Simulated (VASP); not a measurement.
# HfSc (P-6m2) in VASP: a series of runs

Runs on HfSc. Level: LDA. Tasks: single point.

All numbers are computed with VASP 6.6.1; they aren't measurements. Logs are shortened: lines on timing, memory, paths and dates and some standing lists are left out, and cuts for length are marked.

**1. The cell of the first run**

Symmetry: P-6m2, No. 187, hexagonal system. The conventional cell has a = 3.240 Å, b = 3.240 Å, c = 5.104 Å, α = 90.00°, β = 90.00°, γ = 120.00°. Hf (site symmetry -6m2) has 6 Sc at 3.16 Å and 6 Hf at 3.24 Å within 4.2 Å. Sc (site symmetry -6m2) has 6 Hf at 3.16 Å and 6 Sc at 3.24 Å within 4.2 Å.

**2. Single point, LDA, collinear spin**

Input file POSCAR:

```
HfSc
1.0
    3.2401204000      0.0000000000      0.0000000000
   -1.6200602000      2.8060265777      0.0000000000
    0.0000000000      0.0000000000      5.1041293100
Hf Sc
1 1
Direct
    0.6666666667      0.3333333333      0.5000000000
    0.3333333333      0.6666666667      0.0000000000
```

Input file INCAR.step1:

```
PREC = Accurate
ENCUT = 520
EDIFF = 1E-6
ISMEAR = -1
SIGMA = 0.03
LREAL = F
LASPH = T
NELM = 150
ALGO = Normal
ISIF = 2
LWAVE = F
LCHARG = T
ISPIN = 2
MAGMOM = 0.6 1
LMAXMIX = 4
GGA = CA
NBANDS = 22
```

Input file KPOINTS.step1:

```
regular mesh
0
Gamma
  10 10 6
```

Input file INCAR.step2:

```
PREC = Accurate
ENCUT = 520
EDIFF = 1E-6
ISMEAR = -5
SIGMA = 0.03
LREAL = F
LASPH = T
NELM = 150
ALGO = Normal
ISIF = 2
LWAVE = F
LCHARG = F
ISPIN = 2
MAGMOM = 0.6 1
LORBIT = 10
LMAXMIX = 4
GGA = CA
NBANDS = 22
NEDOS = 2001
ICHARG = 11
```

Input file KPOINTS.step2:

```
regular mesh
0
Gamma
  15 15 9
```

Potentials or basis: VASP PAW LDA potentials, release 64 (Hf_pv, Sc_sv).

Command:

```bash
cat potpaw_LDA.64/Hf_pv/POTCAR potpaw_LDA.64/Sc_sv/POTCAR > POTCAR
cp INCAR.step1 INCAR
cp KPOINTS.step1 KPOINTS
mpirun -np 1 vasp_std > vasp.out
cp INCAR.step2 INCAR
cp KPOINTS.step2 KPOINTS
mpirun -np 1 vasp_std > vasp.out
```

OUTCAR:

```text
PREC = Accurate
   ENCUT = 520
   EDIFF = 1E-6
   ISMEAR = -5
   LREAL = F
   LASPH = T
   NELM = 150
   ISIF = 2
   ISPIN = 2
   LORBIT = 10
   GGA = CA
   ICHARG = 11

 ion  position               nearest neighbor table
   1  0.667  0.333  0.500-   2 3.16   2 3.16   2 3.16   2 3.16   2 3.16   2 3.16
   2  0.333  0.667  0.000-   1 3.16   1 3.16   1 3.16   1 3.16   1 3.16   1 3.16

  LATTYP: Found a hexagonal cell.
 ALAT       =     3.2401204000
 C/A-ratio  =     1.5752900139

  Lattice vectors:

 A1 = (   3.2401204000,   0.0000000000,   0.0000000000)
 A2 = (  -1.6200602000,   2.8060265777,   0.0000000000)
 A3 = (   0.0000000000,   0.0000000000,   5.1041293100)

Analysis of symmetry for initial positions (statically):
=====================================================================
 Subroutine PRICEL returns:
 Original cell was already a primitive cell.

 Routine SETGRP: Setting up the symmetry group for a
 hexagonal supercell.

 Subroutine GETGRP returns: Found 12 space group operations
 (whereof 12 operations were pure point group operations)
 out of a pool of 24 trial point group operations.

The static configuration has the point symmetry D_3h.

Analysis of symmetry for dynamics (positions and initial velocities):
=====================================================================
 Subroutine PRICEL returns:
 Original cell was already a primitive cell.

 Routine SETGRP: Setting up the symmetry group for a
 hexagonal supercell.

 Subroutine GETGRP returns: Found 12 space group operations
 (whereof 12 operations were pure point group operations)
 out of a pool of 24 trial point group operations.

The dynamic configuration has the point symmetry D_3h.

Analysis of structural, dynamic, and magnetic symmetry:
=====================================================================
 Subroutine PRICEL returns:
 Original cell was already a primitive cell.

 Routine SETGRP: Setting up the symmetry group for a
 hexagonal supercell.

 Subroutine GETGRP returns: Found 12 space group operations
 (whereof 12 operations were pure point group operations)
 out of a pool of 24 trial point group operations.

The overall configuration has the point symmetry D_3h.

 Subroutine INISYM returns: Found 12 space group operations
 (whereof 12 operations are pure point group operations),
 and found     1 'primitive' translations

----------------------------------------------------------------------------------------

                                     Primitive cell

  volume of cell :      46.4060

  direct lattice vectors                    reciprocal lattice vectors
     3.240120400  0.000000000  0.000000000     0.308630506  0.178187906  0.000000000
    -1.620060200  2.806026578  0.000000000     0.000000000  0.356375812  0.000000000
     0.000000000  0.000000000  5.104129310     0.000000000  0.000000000  0.195919801

  length of vectors
     3.240120400  3.240120400  5.104129310     0.356375812  0.356375812  0.195919801

  position of ions in fractional coordinates (direct lattice)
     0.666666667  0.333333333  0.500000000
     0.333333333  0.666666667  0.000000000

  ion indices of the primitive-cell ions
   primitive index   ion index
                 1           1
                 2           2

----------------------------------------------------------------------------------------

 KPOINTS: regular mesh

Automatic generation of k-mesh.
 Grid dimensions read from file:
 generate k-points for:   15   15    9

 Generating k-lattice:

  Cartesian coordinates                     Fractional coordinates (reciprocal lattice)
     0.020575367  0.011879194  0.000000000     0.066666667 -0.000000000  0.000000000
     0.000000000  0.023758387  0.000000000     0.000000000  0.066666667  0.000000000
     0.000000000  0.000000000  0.021768867     0.000000000  0.000000000  0.111111111

  Length of vectors
     0.023758387  0.023758387  0.021768867

  Shift w.r.t. Gamma in fractional coordinates (k-lattice)
     0.000000000  0.000000000  0.000000000

 TETIRR: Found   1950 inequivalent tetrahedra from    12150

 Subroutine IBZKPT returns following result:
 ===========================================

 Found    135 irreducible k-points:

 Following reciprocal coordinates:
            Coordinates               Weight
  0.000000  0.000000  0.000000      1.000000
  0.066667  0.000000  0.000000      6.000000
  0.133333  0.000000  0.000000      6.000000
  0.200000  0.000000  0.000000      6.000000
  0.266667  0.000000  0.000000      6.000000
  0.333333  0.000000  0.000000      6.000000
[... 16 lines left out ...]
  0.333333  0.200000  0.000000     12.000000
  0.400000  0.200000  0.000000      6.000000
 [... further k-points ...]
   k-points           NKPTS =    135   k-points in BZ     NKDIM =    135   number of bands    NBANDS=     22
   number of dos      NEDOS =   2001   number of ions     NIONS =      2
   total plane-waves  NPLWV =  23040
   dimension x,y,z NGX =    24 NGY =   24 NGZ =   40
   dimension x,y,z NGXF=    48 NGYF=   48 NGZF=   80
   ions per type =               1   1
   NGX,Y,Z   is equivalent  to a cutoff of  12.31, 12.31, 13.03 a.u.
   NGXF,Y,Z  is equivalent  to a cutoff of  24.63, 24.63, 26.06 a.u.
 SYSTEM =  unknown system
   PREC   = accura    normal or accurate (medium, high low for compatibility)
   ISTART =      0    job   : 0-new  1-cont  2-samecut
   ICHARG =     11    charge: 1-file 2-atom 10-const
   ISPIN  =      2    spin polarized calculation?
   LNONCOLLINEAR =      F non collinear calculations
   LSORBIT =      F    spin-orbit coupling
   LASPH  =      T    aspherical Exc in radial PAW
   ENCUT  =  520.0 eV  38.22 Ry    6.18 a.u.   6.02  6.02  9.49*2*pi/ulx,y,z
   NELM   =    150;   NELMIN=  2; NELMDL=  0     # of ELM steps
   EDIFF  = 0.1E-05   stopping-criterion for ELM
   LREAL  =      F    real-space projection
   EDIFFG = 0.1E-04   stopping-criterion for IOM
   NSW    =      0    number of steps for IOM
   IBRION =     -1    ionic relax: 0-MD 1-quasi-New 2-CG
   NFREE  =      0    steps in history (QN), initial steepest desc. (CG)
   ISIF   =      2    stress and relaxation
   ISYM   =      2    0-nonsym 1-usesym 2-fastsym
   POTIM  = 0.5000    time-step for ionic-motion
   TEBEG  =    0.0;   TEEND  =   0.0 temperature during run
   PSTRESS=    0.0 pullay stress
   NELECT =      21.0000    total number of electrons
   NUPDOWN=      -1.0000    fix difference up-down
   EMIN   =  10.00;   EMAX   =-10.00  energy-range for DOS
   EFERMI =   0.00;   METHOD = LEGACY
   ISMEAR =    -5;   SIGMA  =   0.03  broadening in eV -4-tet -1-fermi 0-gaus
   EFERMI_NEDOS =   21; number of points for ismear=-14 and -15
   IALGO  =     38    algorithm
   IMIX   =      4    mixing-type and parameters
     AMIX     =   0.40;   BMIX     =  1.00
     AMIX_MAG =   1.60;   BMIX_MAG =  1.00
  volume/ion in A,a.u.               =      23.20       156.58
  Fermi-wavevector in a.u.,A,eV,Ry     =   1.256868  2.375136 21.493363  1.579718
  Thomas-Fermi vector in A             =   2.390555
   LORBIT       =     10    0 simple, 1 ext, 2 COOP (PROOUT), +10 PAW based schemes
   GGA     = CA    functional components
   LHFCALC =     F    Hartree Fock is set to
   AEXX    =    0.0000 exact exchange contribution
   IVDW    =     0    specifies the selected vdW correction
   LEPSILON=     F    determine dielectric tensor
   LRPA    =     F    only Hartree local field effects (RPA)
 spin polarized calculation
 Fermi weights with tetrahedron method with Bloechl corrections
  energy-cutoff  :      520.00
  volume of cell :       46.41
 maximum number of plane-waves:      1284

 number of electron      21.0000002 magnetization       0.0000540

 Free energy of the ion-electron system (eV)
  ---------------------------------------------------
  ext. energy  EPLUGINS =         0.00000000
  ---------------------------------------------------
  free energy    TOTEN  =       -17.31602675 eV

  energy without entropy =      -17.31602675  energy(sigma->0) =      -17.31602675

 E-fermi :   4.0421     XC(G=0): -10.8603

 val. band max:        4.0511021303   @ k =   0.2667   0.2667   0.4444
 cond. band min:       4.0380516814   @ k =   0.2000   0.1333   0.3333
 fundamental gap:     -0.0130504489
 Fermi energy:         4.0421445005

 spin component 1

 k-point     1 :       0.0000    0.0000    0.0000
  band No.  band energies     occupation
      1     -44.5212      1.00000
      2     -26.4124      1.00000
      3     -26.0175      1.00000
      4     -26.0175      1.00000
      5     -23.4806      1.00000
      6     -23.3280      1.00000
[... 14 lines left out ...]
     21      15.7564      0.00000
     22      15.9788      0.00000
[... 552 lines left out ...]
  band No.  band energies     occupation
      1     -44.4707      1.00000
      2     -26.4527      1.00000
      3     -26.3058      1.00000
      4     -26.2449      1.00000
      5     -23.6295      1.00000
      6     -23.4817      1.00000
[... 14 lines left out ...]
     21      13.6426      0.00000
     22      14.2388      0.00000

 [... further k-points ...]

 spin component 2

 k-point     1 :       0.0000    0.0000    0.0000
  band No.  band energies     occupation
      1     -44.5213      1.00000
      2     -26.4124      1.00000
      3     -26.0175      1.00000
      4     -26.0175      1.00000
      5     -23.4807      1.00000
      6     -23.3280      1.00000
[... 14 lines left out ...]
     21      15.7563      0.00000
     22      15.9786      0.00000
[... 552 lines left out ...]
  band No.  band energies     occupation
      1     -44.4708      1.00000
      2     -26.4527      1.00000
      3     -26.3058      1.00000
      4     -26.2450      1.00000
      5     -23.6296      1.00000
      6     -23.4817      1.00000
[... 14 lines left out ...]
     21      13.6426      0.00000
     22      14.2388      0.00000

 [... further k-points ...]

------------------------ aborting loop because EDIFF is reached ----------------------------------------

  FORCE on cell =-STRESS in cart. coord.  units (eV):
  Direction    XX          YY          ZZ          XY          YZ          ZX
  --------------------------------------------------------------------------------------
  -------------------------------------------------------------------------------------
  Total       -1.7898146     -1.7898146     -1.9732665      0.0000000      0.0000000      0.0000000
  in kB      -61.7936747    -61.7936747    -68.1273855      0.0000000      0.0000000      0.0000000
  external PRESSURE =     -63.9049116 kB  Pullay stress =       0.0000000 kB

 VOLUME and BASIS-vectors are now :
 -----------------------------------------------------------------------------
  energy-cutoff  :      520.00
  volume of cell :       46.41
      direct lattice vectors                 reciprocal lattice vectors
     3.240120400  0.000000000  0.000000000     0.308630506  0.178187906  0.000000000
    -1.620060200  2.806026578  0.000000000     0.000000000  0.356375812  0.000000000
     0.000000000  0.000000000  5.104129310     0.000000000  0.000000000  0.195919801

 POSITION                                       TOTAL-FORCE (eV/Angst)
 -----------------------------------------------------------------------------------
      1.62006      0.93534      2.55206        -0.000000      0.000000      0.000000
     -0.00000      1.87068      0.00000         0.000000     -0.000000      0.000000
 -----------------------------------------------------------------------------------
    total drift:                                0.001623     -0.000937     -0.000000

  FREE ENERGIE OF THE ION-ELECTRON SYSTEM (eV)
  ---------------------------------------------------
  free  energy   TOTEN  =       -17.3160267527 eV

  energy  without entropy=      -17.3160267527  energy(sigma->0) =      -17.31602675

 total charge

# of ion       s       p       d       tot
------------------------------------------
    1        0.400   6.335   1.515   8.250
    2        2.282   6.123   1.082   9.486
--------------------------------------------------
tot          2.682  12.457   2.597  17.736

 magnetization (x)

# of ion       s       p       d       tot
------------------------------------------
    1        0.000   0.000   0.000   0.000
    2        0.000   0.000   0.000   0.000
--------------------------------------------------
tot          0.000   0.000   0.000   0.000
```

Run time: 1.9 min. Hardware: 1 thread of AMD EPYC 9R45 (Zen 5), shared host; peak memory 0.29 GiB.

Results:

```yaml
Net_moment: 0.00 μB per cell
Valence_electrons_inside_the_program's_atomic_spheres: Hf 8.25; Sc 9.49
```

Caveat: spin-orbit coupling is left out, which moves the levels of the heavy elements; tetrahedron occupations give inexact forces and stress in metals.

**3. Single point, LDA, collinear spin**

POSCAR is that of step 2.

Input file INCAR.step1:

```
SYSTEM = HfSc
  PREC = Accurate
  ENCUT = 520
  EDIFF = 1E-6
  ISMEAR = -1
  SIGMA = 0.03
  LREAL = .FALSE.
  LASPH = .TRUE.
  NELM = 150
  ALGO = Normal
  ISIF = 2
  LWAVE = .FALSE.
  LCHARG = .TRUE.
  ISPIN = 2
  MAGMOM = 0.6 1
  LMAXMIX = 4
  NBANDS = 22
```

Input file KPOINTS.step1:

```
regular mesh
0
G
  10 10 6
  0 0 0
```

Input file INCAR.step2:

```
SYSTEM = HfSc
  PREC = Accurate
  ENCUT = 520
  EDIFF = 1E-6
  ISMEAR = -5
  SIGMA = 0.03
  LREAL = .FALSE.
  LASPH = .TRUE.
  NELM = 150
  ALGO = Normal
  ISIF = 2
  LWAVE = .FALSE.
  LCHARG = .FALSE.
  ISPIN = 2
  MAGMOM = 0.6 1
  LORBIT = 10
  LMAXMIX = 4
  NBANDS = 22
  NEDOS = 1001
  ICHARG = 11
```

Input file KPOINTS.step2:

```
regular mesh
0
G
  15 15 9
  0 0 0
```

Potentials or basis: VASP PAW LDA potentials, release 64 (Hf_pv, Sc_sv).

Command:

```bash
cat potpaw_LDA.64/Hf_pv/POTCAR potpaw_LDA.64/Sc_sv/POTCAR > POTCAR
cp INCAR.step1 INCAR
cp KPOINTS.step1 KPOINTS
mpirun -np 1 vasp_std > vasp.out
cp INCAR.step2 INCAR
cp KPOINTS.step2 KPOINTS
mpirun -np 1 vasp_std > vasp.out
```

It took 2 min on 1 thread of AMD EPYC 9R45 (Zen 5), shared host; peak memory 0.29 GiB.

Results (log left out):

| Property | Result |
| --- | --- |
| Net moment | 0.00 μB per cell |
| Valence electrons inside the program's atomic spheres | Hf 8.25; Sc 9.49 |

Levels at points of the mesh, in eV from the Fermi level:
Spin up:
```tsv
k point	band 8	band 9	band 10	band 11	band 12	band 13	band 14	band 15
(0.00, 0.00, 0.00)	-6.16	-2.50	0.86	1.49	1.49	1.77	2.11	2.11
```
Spin down:
```csv
k point,band 8,band 9,band 10,band 11,band 12,band 13,band 14,band 15
"(0.00, 0.00, 0.00)",-6.16,-2.50,0.86,1.49,1.49,1.77,2.11,2.11
```

Caveat: spin-orbit coupling is left out, which moves the levels of the heavy elements; tetrahedron occupations give inexact forces and stress in metals.
